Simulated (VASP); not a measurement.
CO2, 12 atoms in the cell. It takes space group Pa-3 (No. 205, cubic). Conventional cell: a = 5.235 Å, b = 5.235 Å, c = 5.235 Å, α = 90.00°, β = 90.00°, γ = 90.00°. Within 1.6 Å of C (site symmetry -3) lie 2 O at 1.16 Å. Within 1.6 Å of O (site symmetry 3) lie 1 C at 1.16 Å. 

```yaml
Program: VASP 6.6.1
Task: single point
Functional: PBEsol
Potentials_or_basis: VASP PAW PBE potentials, release 64 (C_h, O_h)
Cutoff: 910 eV
k_mesh: 4 × 4 × 4
Occupations: gaussian, width 0.1 eV
Spin: no spin polarisation
Dipole_correction: no
Further_INCAR_settings: ALGO = Normal; EDIFF = 1e-06; NBANDS = 44
```

Potentials or basis: VASP PAW PBE potentials, release 64 (C_h, O_h).

The run is started by

```bash
$ cat potpaw_PBE.64/C_h/POTCAR potpaw_PBE.64/O_h/POTCAR > POTCAR
$ mpirun -np 1 vasp_std > vasp.out
```

Hardware: 1 thread of AMD EPYC 7R13 Processor (Zen 3) (shared host).

Q: Estimate the wall time of this run.

A: It took 110 s on 1 thread of AMD EPYC 7R13 Processor (Zen 3), on a shared host, peak memory 0.43 GiB. Counts: scf iterations 14, k points 11.
